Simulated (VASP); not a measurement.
# B2Au (Pmmn) in VASP: single point with PBE

Aim: the single point of B2Au with PBE.

Program: VASP 6.6.1. These are calculated values, not measurements. Logs are shortened: lines on timing, memory, paths and dates and some standing lists are left out, and cuts for length are marked.

## (1) The cell of the first run

The structure is orthorhombic, space group Pmmn (No. 59). Conventional cell: a = 3.068 Å, b = 4.974 Å, c = 4.331 Å, α = 90.00°, β = 90.00°, γ = 90.00°. B (site symmetry m) has 3 B at 1.90 to 2.04 Å and 4 Au at 2.32 to 2.41 Å within 2.5 Å. Within 3.1 Å of Au (site symmetry mm2) lie 8 B at 2.32 to 2.41 Å and 2 Au at 3.07 Å.

## (2) Single point, PBE

INCAR

```
PREC = Accurate ; ENCUT = 520
EDIFF = 1E-7 ; ISMEAR = -1
SIGMA = 0.1 ; LREAL = False
LASPH = True ; NELM = 60
ALGO = Normal ; ISIF = 2
LWAVE = False ; LCHARG = True
GGA = PE ; LELF = True
LVHAR = True ; NBANDS = 26
```

KPOINTS

```
Automatic mesh
0
Gamma
  7 10 7
```

POSCAR

```
B2Au
1.0
    4.9738150000      0.0000000000      0.0000000000
    0.0000000000      3.0678110000      0.0000000000
    0.0000000000      0.0000000000      4.3313420000
B Au
4 2
Direct
    0.0590000000      0.2500000000      0.6390000000
    0.4410000000      0.2500000000      0.6390000000
    0.5590000000      0.7500000000      0.3610000000
    0.9410000000      0.7500000000      0.3610000000
    0.2500000000      0.2500000000      0.1508000000
    0.7500000000      0.7500000000      0.8492000000
```

Potentials or basis: VASP PAW PBE potentials, release 64 (B, Au).

Command:

```console
cat potpaw_PBE.64/B/POTCAR potpaw_PBE.64/Au/POTCAR > POTCAR
mpirun -np 1 vasp_std > vasp.out
```

OUTCAR:

```text
PREC = Accurate
   ENCUT = 520
   EDIFF = 1E-7
   ISMEAR = -1
   LREAL = False
   LASPH = True
   NELM = 60
   ISIF = 2
   GGA = PE

 ion  position               nearest neighbor table
   1  0.059  0.250  0.639-   2 1.90   4 2.04   4 2.04   5 2.32   6 2.35   6 2.35   5 2.41
   2  0.441  0.250  0.639-   1 1.90   3 2.04   3 2.04   5 2.32   6 2.35   6 2.35   5 2.41
   3  0.559  0.750  0.361-   4 1.90   2 2.04   2 2.04   6 2.32   5 2.35   5 2.35   6 2.41
   4  0.941  0.750  0.361-   3 1.90   1 2.04   1 2.04   6 2.32   5 2.35   5 2.35   6 2.41
   5  0.250  0.250  0.151-   1 2.32   2 2.32   3 2.35   4 2.35   3 2.35   4 2.35   1 2.41   2 2.41
                             6 3.20   6 3.20   6 3.20   6 3.20
   6  0.750  0.750  0.849-   3 2.32   4 2.32   1 2.35   2 2.35   1 2.35   2 2.35   3 2.41   4 2.41
                             5 3.20   5 3.20   5 3.20   5 3.20

  LATTYP: Found a simple orthorhombic cell.
 ALAT       =     3.0678110000
 B/A-ratio  =     1.4118672891
 C/A-ratio  =     1.6212912073

  Lattice vectors:

 A1 = (   0.0000000000,   3.0678110000,   0.0000000000)
 A2 = (   0.0000000000,   0.0000000000,   4.3313420000)
 A3 = (   4.9738150000,   0.0000000000,   0.0000000000)

Analysis of symmetry for initial positions (statically):
=====================================================================
 Subroutine PRICEL returns:
 Original cell was already a primitive cell.

 Routine SETGRP: Setting up the symmetry group for a
 simple orthorhombic supercell.

 Subroutine GETGRP returns: Found  8 space group operations
 (whereof  2 operations were pure point group operations)
 out of a pool of  8 trial point group operations.

The static configuration has the point symmetry S_2 .
 The point group associated with its full space group is D_2h.

Analysis of symmetry for dynamics (positions and initial velocities):
=====================================================================
 Subroutine PRICEL returns:
 Original cell was already a primitive cell.

 Routine SETGRP: Setting up the symmetry group for a
 simple orthorhombic supercell.

 Subroutine GETGRP returns: Found  8 space group operations
 (whereof  2 operations were pure point group operations)
 out of a pool of  8 trial point group operations.

The dynamic configuration has the point symmetry S_2 .
 The point group associated with its full space group is D_2h.

 Subroutine INISYM returns: Found  8 space group operations
 (whereof  2 operations are pure point group operations),
 and found     1 'primitive' translations

----------------------------------------------------------------------------------------

                                     Primitive cell

  volume of cell :      66.0908

  direct lattice vectors                    reciprocal lattice vectors
     4.973815000  0.000000000  0.000000000     0.201052914  0.000000000  0.000000000
     0.000000000  3.067811000  0.000000000     0.000000000  0.325965322  0.000000000
     0.000000000  0.000000000  4.331342000     0.000000000  0.000000000  0.230875327

  length of vectors
     4.973815000  3.067811000  4.331342000     0.201052914  0.325965322  0.230875327

  position of ions in fractional coordinates (direct lattice)
     0.059000000  0.250000000  0.639000000
     0.441000000  0.250000000  0.639000000
     0.559000000  0.750000000  0.361000000
     0.941000000  0.750000000  0.361000000
     0.250000000  0.250000000  0.150800000
     0.750000000  0.750000000  0.849200000

  ion indices of the primitive-cell ions
   primitive index   ion index
                 1           1
                 2           2
                 3           3
                 4           4
                 5           5
                 6           6

----------------------------------------------------------------------------------------

 KPOINTS: Automatic mesh

Automatic generation of k-mesh.
 Grid dimensions read from file:
 generate k-points for:    7   10    7

 Generating k-lattice:

  Cartesian coordinates                     Fractional coordinates (reciprocal lattice)
     0.028721845  0.000000000  0.000000000     0.142857143  0.000000000  0.000000000
     0.000000000  0.032596532  0.000000000     0.000000000  0.100000000  0.000000000
     0.000000000  0.000000000  0.032982190     0.000000000  0.000000000  0.142857143

  Length of vectors
     0.028721845  0.032596532  0.032982190

  Shift w.r.t. Gamma in fractional coordinates (k-lattice)
     0.000000000  0.000000000  0.000000000

 Subroutine IBZKPT returns following result:
 ===========================================

 Found     96 irreducible k-points:

 Following reciprocal coordinates:
            Coordinates               Weight
  0.000000  0.000000  0.000000      1.000000
  0.142857  0.000000  0.000000      2.000000
  0.285714  0.000000  0.000000      2.000000
  0.428571  0.000000  0.000000      2.000000
  0.000000  0.100000  0.000000      2.000000
  0.142857  0.100000  0.000000      4.000000
[... 16 lines left out ...]
  0.285714  0.500000  0.000000      2.000000
  0.428571  0.500000  0.000000      2.000000
 [... further k-points ...]
   k-points           NKPTS =     96   k-points in BZ     NKDIM =     96   number of bands    NBANDS=     26
   number of dos      NEDOS =    301   number of ions     NIONS =      6
   total plane-waves  NPLWV =  30720
   dimension x,y,z NGX =    40 NGY =   24 NGZ =   32
   dimension x,y,z NGXF=    80 NGYF=   48 NGZF=   64
   ions per type =               4   2
   NGX,Y,Z   is equivalent  to a cutoff of  13.37, 13.01, 12.28 a.u.
   NGXF,Y,Z  is equivalent  to a cutoff of  26.74, 26.01, 24.56 a.u.
 SYSTEM =  unknown system
   PREC   = accura    normal or accurate (medium, high low for compatibility)
   ISTART =      0    job   : 0-new  1-cont  2-samecut
   ICHARG =      2    charge: 1-file 2-atom 10-const
   ISPIN  =      1    spin polarized calculation?
   LNONCOLLINEAR =      F non collinear calculations
   LSORBIT =      F    spin-orbit coupling
   LASPH  =      T    aspherical Exc in radial PAW
   ENCUT  =  520.0 eV  38.22 Ry    6.18 a.u.   9.25  5.70  8.05*2*pi/ulx,y,z
   NELM   =     60;   NELMIN=  2; NELMDL= -5     # of ELM steps
   EDIFF  = 0.1E-06   stopping-criterion for ELM
   LREAL  =      F    real-space projection
   EDIFFG = 0.1E-05   stopping-criterion for IOM
   NSW    =      0    number of steps for IOM
   IBRION =     -1    ionic relax: 0-MD 1-quasi-New 2-CG
   NFREE  =      0    steps in history (QN), initial steepest desc. (CG)
   ISIF   =      2    stress and relaxation
   ISYM   =      2    0-nonsym 1-usesym 2-fastsym
   POTIM  = 0.5000    time-step for ionic-motion
   TEBEG  =    0.0;   TEEND  =   0.0 temperature during run
   PSTRESS=    0.0 pullay stress
   NELECT =      34.0000    total number of electrons
   NUPDOWN=      -1.0000    fix difference up-down
   EMIN   =  10.00;   EMAX   =-10.00  energy-range for DOS
   EFERMI =   0.00;   METHOD = LEGACY
   ISMEAR =    -1;   SIGMA  =   0.10  broadening in eV -4-tet -1-fermi 0-gaus
   EFERMI_NEDOS =   21; number of points for ismear=-14 and -15
   IALGO  =     38    algorithm
   IMIX   =      4    mixing-type and parameters
     AMIX     =   0.40;   BMIX     =  1.00
     AMIX_MAG =   1.60;   BMIX_MAG =  1.00
  volume/ion in A,a.u.               =      11.02        74.33
  Fermi-wavevector in a.u.,A,eV,Ry     =   1.311760  2.478866 23.411723  1.720713
  Thomas-Fermi vector in A             =   2.442199
   LORBIT       =      0    0 simple, 1 ext, 2 COOP (PROOUT), +10 PAW based schemes
   GGA     = PE    functional components
   LHFCALC =     F    Hartree Fock is set to
   AEXX    =    0.0000 exact exchange contribution
   IVDW    =     0    specifies the selected vdW correction
   LEPSILON=     F    determine dielectric tensor
   LRPA    =     F    only Hartree local field effects (RPA)
 non-spin polarized calculation
  energy-cutoff  :      520.00
  volume of cell :       66.09
 maximum number of plane-waves:      1800
 NGX is ok and might be reduce to    40
   NGX = 19   NGY = 11   NGZ = 17

 number of electron      34.0000001 magnetization

 Free energy of the ion-electron system (eV)
  ---------------------------------------------------
  ext. energy  EPLUGINS =         0.00000000
  ---------------------------------------------------
  free energy    TOTEN  =       -28.17800255 eV

  energy without entropy =      -28.12828106  energy(sigma->0) =      -28.15314181

 E-fermi :   8.5487     XC(G=0): -12.1221

 val. band max:        8.5444708736   @ k =   0.4286   0.2000   0.0000
 cond. band min:       8.5529406471   @ k =   0.2857   0.1000   0.4286
 fundamental gap:      0.0084697735
 Fermi energy:         8.5486988869

 k-point     1 :       0.0000    0.0000    0.0000
  band No.  band energies     occupation
      1      -5.1756      2.00000
      2      -1.2561      2.00000
      3      -0.5653      2.00000
      4       0.3716      2.00000
      5       0.7320      2.00000
      6       1.5695      2.00000
[... 18 lines left out ...]
     25      15.6976      0.00000
     26      17.1415      0.00000

 k-point     2 :       0.1429    0.0000    0.0000
  band No.  band energies     occupation
      1      -5.0628      2.00000
      2      -1.8128      2.00000
      3      -0.2021      2.00000
      4       0.4466      2.00000
      5       0.5461      2.00000
      6       1.7618      2.00000
[... 18 lines left out ...]
     25      15.5571      0.00000
     26      17.0521      0.00000

 k-point     3 :       0.2857    0.0000    0.0000
  band No.  band energies     occupation
      1      -4.7296      2.00000
      2      -2.6588      2.00000
      3      -0.0604      2.00000
      4       0.2593      2.00000
      5       0.9123      2.00000
      6       1.9376      2.00000
[... 572 lines left out ...]
 k-point    23 :       0.2857    0.5000    0.0000
  band No.  band energies     occupation
      1      -2.1484      2.00000
      2      -2.1484      2.00000
      3       0.1330      2.00000
      4       0.1330      2.00000
      5       1.0535      2.00000
      6       1.0535      2.00000
[... 18 lines left out ...]
     25      14.6579      0.00000
     26      14.6579      0.00000

 k-point    24 :       0.4286    0.5000    0.0000
  band No.  band energies     occupation
      1      -2.1205      2.00000
      2      -2.1205      2.00000
      3      -0.0227      2.00000
      4      -0.0227      2.00000
      5       1.2265      2.00000
      6       1.2265      2.00000
[... 18 lines left out ...]
     25      14.1676      0.00000
     26      14.1676      0.00000

 [... further k-points ...]

------------------------ aborting loop because EDIFF is reached ----------------------------------------

  FORCE on cell =-STRESS in cart. coord.  units (eV):
  Direction    XX          YY          ZZ          XY          YZ          ZX
  --------------------------------------------------------------------------------------
  -------------------------------------------------------------------------------------
  Total       -0.5647733      1.4498662     -7.5427929      0.0000000     -0.0000000      0.0000000
  in kB      -13.6912797     35.1477722   -182.8529883      0.0000000     -0.0000000      0.0000000
  external PRESSURE =     -53.7988319 kB  Pullay stress =       0.0000000 kB

 VOLUME and BASIS-vectors are now :
 -----------------------------------------------------------------------------
  energy-cutoff  :      520.00
  volume of cell :       66.09
      direct lattice vectors                 reciprocal lattice vectors
     4.973815000  0.000000000  0.000000000     0.201052914  0.000000000  0.000000000
     0.000000000  3.067811000  0.000000000     0.000000000  0.325965322  0.000000000
     0.000000000  0.000000000  4.331342000     0.000000000  0.000000000  0.230875327

 POSITION                                       TOTAL-FORCE (eV/Angst)
 -----------------------------------------------------------------------------------
      0.29346      0.76695      2.76773         1.072921     -0.000000     -1.317500
      2.19345      0.76695      2.76773        -1.072921     -0.000000     -1.317500
      2.78036      2.30086      1.56361         1.072921     -0.000000      1.317500
      4.68036      2.30086      1.56361        -1.072921     -0.000000      1.317500
      1.24345      0.76695      0.65317        -0.000000      0.000000     -0.651806
      3.73036      2.30086      3.67818        -0.000000     -0.000000      0.651806
 -----------------------------------------------------------------------------------
    total drift:                               -0.000000     -0.000000      0.000000

  FREE ENERGIE OF THE ION-ELECTRON SYSTEM (eV)
  ---------------------------------------------------
  free  energy   TOTEN  =       -28.1780025522 eV

  energy  without entropy=      -28.1282810589  energy(sigma->0) =      -28.15314181
```

It took 1.9 min on 1 thread of Intel Xeon Platinum 8375C at 2.90GHz (Ice Lake), shared host; peak memory 0.27 GiB.

What came out:

```
Free energy            : -28.1780 eV
Pressure               : -5.4 GPa
Largest force          : 1.699 eV/Å
Band gap on the k mesh : zero (band 17 reaches 9.36 eV, above the bottom of band 18 at 6.15 eV)
```

Forces in eV/Å, atoms in the order of the input:
```
B    1.073  0.000 -1.317
B   -1.073  0.000 -1.317
B    1.073  0.000  1.317
B   -1.073  0.000  1.317
Au   0.000  0.000 -0.652
Au   0.000  0.000  0.652
```

Caveat: spin-orbit coupling is left out, which moves the levels of the heavy elements; forces of over 1 eV/Å act on the atoms, so gaps and moduli don't describe the material at rest.
